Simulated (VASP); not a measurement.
# P4Pt (Pm-3m) in VASP: further runs, part 2 of 2

VASP 6.6.1. Earlier steps stand in the parts before.

## Step 3: Relaxation of cell and atoms, PBE

This run uses another cell than the first one, of 20.47 Å³/atom, 1.006 times its volume.

File INCAR:

```
  ALGO = Normal
  EDIFF = 1E-6
  EDIFFG = -0.01
  ENCUT = 600
  GGA = PE
  IBRION = 2
  ISIF = 3
  ISMEAR = 0
  LASPH = True
  LCHARG = False
  LREAL = False
  LWAVE = False
  NELM = 100
  NSW = 100
  PREC = Accurate
  SIGMA = 0.1
```

File KPOINTS:

```
k-points
0
Gamma
  8 8 8
```

File POSCAR:

```
P4Pt
1.0
    4.6773029415      0.0000000000      0.0000000000
    0.0000000000      4.6773029415      0.0000000000
    0.0000000000      0.0000000000      4.6773029415
P Pt
4 1
Direct
    0.0000000000      0.5000000000      0.5000000000
    0.5000000000      0.0000000000      0.5000000000
    0.5000000000      0.5000000000      0.0000000000
    0.0000000000      0.0000000000      0.0000000000
    0.5000000000      0.5000000000      0.5000000000
```

Potentials or basis: VASP PAW PBE potentials, release 64 (P, Pt).

Run with:

```
$ cat potpaw_PBE.64/P/POTCAR potpaw_PBE.64/Pt/POTCAR > POTCAR
$ mpirun -np 1 vasp_std > vasp.out
```

OUTCAR:

```text
EDIFF = 1E-6
   EDIFFG = -0.01
   ENCUT = 600
   GGA = PE
   IBRION = 2
   ISIF = 3
   ISMEAR = 0
   LASPH = True
   LREAL = False
   NELM = 100
   NSW = 100
   PREC = Accurate

 ion  position               nearest neighbor table
   1  0.000  0.500  0.500-   5 2.34   5 2.34
   2  0.500  0.000  0.500-   5 2.34   5 2.34
   3  0.500  0.500  0.000-   5 2.34   5 2.34
   4  0.000  0.000  0.000-
   5  0.500  0.500  0.500-   1 2.34   2 2.34   3 2.34   3 2.34   2 2.34   1 2.34

  LATTYP: Found a simple cubic cell.
 ALAT       =     4.6773029415

  Lattice vectors:

 A1 = (   4.6773029415,   0.0000000000,   0.0000000000)
 A2 = (   0.0000000000,   4.6773029415,   0.0000000000)
 A3 = (   0.0000000000,   0.0000000000,   4.6773029415)

Analysis of symmetry for initial positions (statically):
=====================================================================
 Subroutine PRICEL returns:
 Original cell was already a primitive cell.

 Routine SETGRP: Setting up the symmetry group for a
 simple cubic supercell.

 Subroutine GETGRP returns: Found 48 space group operations
 (whereof 48 operations were pure point group operations)
 out of a pool of 48 trial point group operations.

The static configuration has the point symmetry O_h .

Analysis of symmetry for dynamics (positions and initial velocities):
=====================================================================
 Subroutine PRICEL returns:
 Original cell was already a primitive cell.

 Routine SETGRP: Setting up the symmetry group for a
 simple cubic supercell.

 Subroutine GETGRP returns: Found 48 space group operations
 (whereof 48 operations were pure point group operations)
 out of a pool of 48 trial point group operations.

The dynamic configuration has the point symmetry O_h .

 Subroutine INISYM returns: Found 48 space group operations
 (whereof 48 operations are pure point group operations),
 and found     1 'primitive' translations
[... 123 lines left out ...]
  Fermi-wavevector in a.u.,A,eV,Ry     =   1.087560  2.055190 16.092780  1.182786
  Thomas-Fermi vector in A             =   2.223722
   LORBIT       =      0    0 simple, 1 ext, 2 COOP (PROOUT), +10 PAW based schemes
   GGA     = PE    functional components
   LHFCALC =     F    Hartree Fock is set to
   AEXX    =    0.0000 exact exchange contribution
   IVDW    =     0    specifies the selected vdW correction
   LEPSILON=     F    determine dielectric tensor
   LRPA    =     F    only Hartree local field effects (RPA)
 conjugate gradient relaxation of ions
 non-spin polarized calculation
 Gauss-broadening in eV      SIGMA  =   0.10
  energy-cutoff  :      600.00
  volume of cell :      102.33
 maximum number of plane-waves:      3450
 NGX is ok and might be reduce to    40
   NGX = 19   NGY = 19   NGZ = 19

--------------------------------------- Ionic step        1  -------------------------------------------

 number of electron      29.9999995 magnetization

 Free energy of the ion-electron system (eV)
  ---------------------------------------------------
  ext. energy  EPLUGINS =         0.00000000
  ---------------------------------------------------
  free energy    TOTEN  =       -22.37057376 eV

  energy without entropy =      -22.34902698  energy(sigma->0) =      -22.35980037

------------------------ aborting loop because EDIFF is reached ----------------------------------------

  FORCE on cell =-STRESS in cart. coord.  units (eV):
  Direction    XX          YY          ZZ          XY          YZ          ZX
  --------------------------------------------------------------------------------------
  -------------------------------------------------------------------------------------
  Total       -0.4044576     -0.4044576     -0.4044576      0.0000000      0.0000000     -0.0000000
  in kB       -6.3328194     -6.3328194     -6.3328194      0.0000000      0.0000000     -0.0000000
  external PRESSURE =      -6.3328194 kB  Pullay stress =       0.0000000 kB
[... 65 lines left out ...]
--------------------------------------- Ionic step        3  -------------------------------------------

 number of electron      29.9999996 magnetization

 Free energy of the ion-electron system (eV)
  ---------------------------------------------------
  ext. energy  EPLUGINS =         0.00000000
  ---------------------------------------------------
  free energy    TOTEN  =       -22.37201072 eV

  energy without entropy =      -22.35063900  energy(sigma->0) =      -22.36132486

 E-fermi :   5.8345     XC(G=0): -10.1627

 val. band max:        5.8337338828   @ k =   0.3750   0.1250   0.0000
 cond. band min:       5.8427084906   @ k =   0.1250   0.1250   0.0000
 fundamental gap:      0.0089746078
 Fermi energy:         5.8344504504

 k-point     1 :       0.0000    0.0000    0.0000
  band No.  band energies     occupation
      1      -7.3335      2.00000
      2      -4.7011      2.00000
      3      -4.7011      2.00000
      4      -2.7123      2.00000
      5       1.1627      2.00000
      6       1.1627      2.00000
[... 505 lines left out ...]
      6      -0.8278      2.00000
[... 11 lines left out ...]
     18       7.0348      0.00000
     19       7.4839      0.00000

 [... further k-points ...]
[... 5 lines left out ...]
  --------------------------------------------------------------------------------------
  -------------------------------------------------------------------------------------
  Total        0.0036421      0.0036421      0.0036421     -0.0000000      0.0000000     -0.0000000
  in kB        0.0574309      0.0574309      0.0574309     -0.0000000      0.0000000     -0.0000000
  external PRESSURE =       0.0574309 kB  Pullay stress =       0.0000000 kB
[... 20 lines left out ...]
  FREE ENERGIE OF THE ION-ELECTRON SYSTEM (eV)
  ---------------------------------------------------
  free  energy   TOTEN  =       -22.3720107222 eV

  energy  without entropy=      -22.3506389997  energy(sigma->0) =      -22.36132486

 reached required accuracy - stopping structural energy minimisation
```

CONTCAR:

```text
P4Pt
   1.00000000000000
     4.6662920697868229   -0.0000000000000000   -0.0000000000000000
     0.0000000000000000    4.6662920697868229   -0.0000000000000000
     0.0000000000000000    0.0000000000000000    4.6662920697868229
  P               Pt
     4     1
Direct
     0.0000000000000000    0.5000000000000000    0.5000000000000000
     0.5000000000000000    0.0000000000000000    0.5000000000000000
     0.5000000000000000    0.5000000000000000    0.0000000000000000
     0.0000000000000000    0.0000000000000000    0.0000000000000000
     0.5000000000000000    0.5000000000000000    0.5000000000000000

  0.00000000E+00  0.00000000E+00  0.00000000E+00
  0.00000000E+00  0.00000000E+00  0.00000000E+00
  0.00000000E+00  0.00000000E+00  0.00000000E+00
  0.00000000E+00  0.00000000E+00  0.00000000E+00
  0.00000000E+00  0.00000000E+00  0.00000000E+00
```

It took 75 s on 1 thread of Intel Xeon 6975P-C (Granite Rapids), shared host; peak memory 0.29 GiB.

Results:

| Property | Result |
| --- | --- |
| Free energy | -22.3720 eV |
| Relaxed volume | 20.32 Å³/atom |
| Relaxed cell | a = 4.666 Å, b = 4.666 Å, c = 4.666 Å, α = 90.00°, β = 90.00°, γ = 90.00° |
| Space group after relaxing (to 0.05 Å) | Pm-3m (No. 221) |
| Energy gained by relaxing | 0.3 meV/atom |
| Ionic steps | 3 |
| Pressure after relaxing | 0.0 GPa |
| Band gap on the k mesh | zero (band 15 reaches 7.57 eV, above the bottom of band 16 at 5.04 eV) |

The path:
| step | energy change (eV) | largest force (eV/Å) | pressure (GPa) | volume (Å³) |
| --- | --- | --- | --- | --- |
| 1 | 0.0000 | 0.0000 | -0.63 | 102.33 |
| 2 | -0.0008 | 0.0000 | 0.43 | 101.13 |
| 3 | -0.0014 | 0.0000 | 0.01 | 101.61 |

Final structure:
```yaml
crystal:
  lattice:
    - [4.66629, 0.00000, 0.00000]
    - [0.00000, 4.66629, 0.00000]
    - [0.00000, 0.00000, 4.66629]
  atoms:
    - { symbol: P, position: [0.00000, 0.50000, 0.50000] }
    - { symbol: P, position: [0.50000, 0.00000, 0.50000] }
    - { symbol: P, position: [0.50000, 0.50000, 0.00000] }
    - { symbol: P, position: [0.00000, 0.00000, 0.00000] }
    - { symbol: Pt, position: [0.50000, 0.50000, 0.50000] }
```

Caveat: spin-orbit coupling is left out, which moves the levels of the heavy elements.

## Step 4: Single point, PBE

This run uses another cell than the first one, of 20.47 Å³/atom, 1.006 times its volume.

File INCAR:

```
PREC = Accurate ; ENCUT = 520
EDIFF = 1E-6 ; ISMEAR = 0
SIGMA = 0.1 ; LREAL = F
LASPH = T ; NELM = 100
ALGO = Normal ; ISIF = 2
LWAVE = F ; LCHARG = F
GGA = PE ; NBANDS = 23
```

File KPOINTS:

```
Automatic mesh
0
Gamma
  4 4 4
```

POSCAR is that of step 3.

Run with:

```
$ cat potpaw_PBE.64/P/POTCAR potpaw_PBE.64/Pt/POTCAR > POTCAR
$ mpirun -np 1 vasp_std > vasp.out
```

It took 12 s on 1 thread of Intel Xeon 6975P-C (Granite Rapids), shared host; peak memory 0.2 GiB.

It converged, with:

```yaml
Free_energy: -22.4585 eV
Pressure: -0.1 GPa
Band_gap_on_the_k_mesh: zero (band 15 reaches 7.45 eV, above the bottom of band 16 at 4.95 eV)
```

Levels at points of the mesh, in eV from the Fermi level:
```
           k point  band 12  band 13  band 14  band 15  band 16  band 17  band 18  band 19
(0.00, 0.00, 0.00)    -2.00    -0.60    -0.60    -0.60    -0.27    -0.27    -0.27     2.38
(0.50, 0.00, 0.00)    -1.27    -1.27    -1.15    -1.15    -0.77     0.29     0.29     1.42
(0.50, 0.50, 0.00)    -2.49    -0.83    -0.78    -0.32     0.36     0.36     1.64     1.78
(0.50, 0.50, 0.50)    -2.06    -2.06     1.74     1.74     1.74     2.77     2.77     2.77
```

Caveat: spin-orbit coupling is left out, which moves the levels of the heavy elements.

## Step 5: Relaxation of cell and atoms, PBE

This run uses another cell than the first one, of 19.71 Å³/atom, 0.969 times its volume.

File INCAR:

```
ALGO = Normal
EDIFF = 1E-7
EDIFFG = -0.04
ENCUT = 600
GGA = PE
IBRION = 2
ISIF = 3
ISMEAR = 0
LASPH = True
LCHARG = False
LREAL = False
LWAVE = False
NELM = 100
NSW = 90
PREC = Accurate
SIGMA = 0.1
```

File KPOINTS:

```
k-points
0
Gamma
  4 4 4
```

POSCAR, as its differences from that of step 4:

```diff
@@ -2,5 +2,5 @@
 1.0
-    4.6773029415      0.0000000000      0.0000000000
-    0.0000000000      4.6773029415      0.0000000000
-    0.0000000000      0.0000000000      4.6773029415
+    4.6193639500      0.0000000000      0.0000000000
+    0.0000000000      4.6193639500      0.0000000000
+    0.0000000000      0.0000000000      4.6193639500
 P Pt
```

Run with:

```
$ cat potpaw_PBE.64/P/POTCAR potpaw_PBE.64/Pt/POTCAR > POTCAR
$ mpirun -np 1 vasp_std > vasp.out
```

Wall time 33 s (1 thread of Intel Xeon 6975P-C (Granite Rapids), shared host); peak memory 0.25 GiB.

Results (log left out):

```
Free energy                            : -22.4582 eV
Relaxed volume                         : 20.46 Å³/atom
Relaxed cell                           : a = 4.677 Å, b = 4.677 Å, c = 4.677 Å, α = 90.00°, β = 90.00°, γ = 90.00°
Space group after relaxing (to 0.05 Å) : Pm-3m (No. 221)
Energy gained by relaxing              : 8.4 meV/atom
Ionic steps                            : 3
Pressure after relaxing                : 0.0 GPa
Band gap on the k mesh                 : zero (band 15 reaches 7.45 eV, above the bottom of band 16 at 4.95 eV)
```

Step by step:
| step | energy change (eV) | largest force (eV/Å) | pressure (GPa) | volume (Å³) |
| --- | --- | --- | --- | --- |
| 1 | 0.0000 | 0.0000 | 3.73 | 98.57 |
| 2 | -0.0177 | 0.0000 | -2.51 | 105.27 |
| 3 | -0.0418 | 0.0000 | -0.01 | 102.29 |

Final structure:
```yaml
crystal:
  lattice:
    - [4.67675, 0.00000, 0.00000]
    - [0.00000, 4.67675, 0.00000]
    - [0.00000, 0.00000, 4.67675]
  atoms:
    - { symbol: P, position: [0.00000, 0.50000, 0.50000] }
    - { symbol: P, position: [0.50000, 0.00000, 0.50000] }
    - { symbol: P, position: [0.50000, 0.50000, 0.00000] }
    - { symbol: P, position: [0.00000, 0.00000, 0.00000] }
    - { symbol: Pt, position: [0.50000, 0.50000, 0.50000] }
```

Levels at points of the mesh, in eV from the Fermi level:
```csv
k point,band 11,band 12,band 13,band 14,band 15,band 16,band 17,band 18,band 19
"(0.00, 0.00, 0.00)",-2.00,-2.00,-0.60,-0.60,-0.60,-0.27,-0.27,-0.27,2.38
"(0.50, 0.00, 0.00)",-1.90,-1.27,-1.27,-1.15,-1.15,-0.77,0.29,0.29,1.43
"(0.50, 0.50, 0.00)",-2.49,-2.49,-0.83,-0.78,-0.32,0.36,0.36,1.64,1.78
"(0.50, 0.50, 0.50)",-2.06,-2.06,-2.06,1.74,1.74,1.74,2.77,2.77,2.77
```

Caveat: spin-orbit coupling is left out, which moves the levels of the heavy elements.

## Step 6: Single point, PBE

This run uses another cell than the first one, of 19.71 Å³/atom, 0.969 times its volume.

File INCAR:

```
PREC = Accurate
ENCUT = 500
EDIFF = 1E-6
ISMEAR = 0
SIGMA = 0.1
LREAL = F
LASPH = T
NELM = 120
ALGO = Normal
ISIF = 2
LWAVE = F
LCHARG = T
GGA = PE
LELF = T
LVHAR = T
NBANDS = 23
GGA_COMPAT = F
```

File KPOINTS:

```
Automatic mesh
0
Gamma
  4 4 4
```

POSCAR is that of step 5.

Potentials or basis: VASP PAW PBE potentials, release 64 (P, Pt).

Run with:

```
$ cat potpaw_PBE.64/P/POTCAR potpaw_PBE.64/Pt/POTCAR > POTCAR
$ mpirun -np 1 vasp_std > vasp.out
```

Run time: 19 s. Hardware: 1 thread of Intel Xeon Platinum 8375C at 2.90GHz (Ice Lake), shared host; peak memory 0.2 GiB.

Results (log left out):

* Free energy: -22.4162 eV
* Pressure: 3.7 GPa
* Band gap on the k mesh: zero (band 15 reaches 7.98 eV, above the bottom of band 16 at 5.41 eV)

Levels at points of the mesh, in eV from the Fermi level:
```tsv
k point	band 12	band 13	band 14	band 15	band 16	band 17	band 18	band 19
(0.00, 0.00, 0.00)	-2.00	-0.60	-0.60	-0.60	-0.30	-0.30	-0.30	2.52
(0.50, 0.00, 0.00)	-1.37	-1.34	-1.20	-1.20	-0.74	0.31	0.31	1.63
(0.50, 0.50, 0.00)	-2.58	-0.84	-0.76	-0.32	0.37	0.37	1.72	1.88
(0.50, 0.50, 0.50)	-2.15	-2.15	1.83	1.83	1.83	2.94	2.94	2.94
```

Caveat: spin-orbit coupling is left out, which moves the levels of the heavy elements.

## Step 7: Overview

| task | cell | k mesh | cutoff (eV) | gap on the mesh (eV) | pressure (GPa) | relaxed volume (Å³/atom) |
| --- | --- | --- | --- | --- | --- | --- |
| single point | a = 4.668 Å, 5 atoms | 8 × 8 × 8 | 520 | none | -0.1 | - |
| relaxation of cell and atoms | relaxed from a = 4.677 Å, 5 atoms | 8 × 8 × 8 | 600 | none | 0.0 | 20.32 |
| single point | a = 4.677 Å, 5 atoms | 4 × 4 × 4 | 520 | none | -0.1 | - |
| relaxation of cell and atoms | relaxed from a = 4.619 Å, 5 atoms | 4 × 4 × 4 | 600 | none | 0.0 | 20.46 |
| single point | a = 4.619 Å, 5 atoms | 4 × 4 × 4 | 500 | none | 3.7 | - |

Alike in all rows: level PBE; potentials or basis VASP PAW PBE potentials, release 64 (P, Pt); no spin polarisation; smearing gaussian 0.1 eV.

Caveats: spin-orbit coupling is left out, which moves the levels of the heavy elements.

Absolute energies hang on the potentials; compare differences alone.
